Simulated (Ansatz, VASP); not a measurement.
Ge in VASP and in Ansatz

```
Ge
1.0
     0.00000    2.88048   -2.88048
    -2.88048    0.00000    2.88048
     5.76095    5.76095    5.76095
Ge
6
Direct
  0.33333 0.66667 0.20833
  0.66667 0.33333 0.54167
  0.00000 0.00000 0.87500
  0.00000 0.00000 0.12500
  0.33333 0.66667 0.45833
  0.66667 0.33333 0.79167
```

Alike in both runs: task single point; functional PBE; k mesh 9 × 9 × 3; occupations fermi-dirac, width 0.02 eV; no spin polarisation.

|  | VASP | Ansatz |
| --- | --- | --- |
| version | VASP 6.6.1 | Ansatz 0.2.0 |
| potentials or method | VASP PAW PBE potentials, release 64 (Ge_d), cutoff 520 eV | all-electron LAPW, scalar-relativistic |

```tsv
	VASP	Ansatz	Ansatz less VASP
pressure (GPa)	0.0	0.0	+0.05
```

Ansatz ran all-electron here, and VASP with PAW potentials.
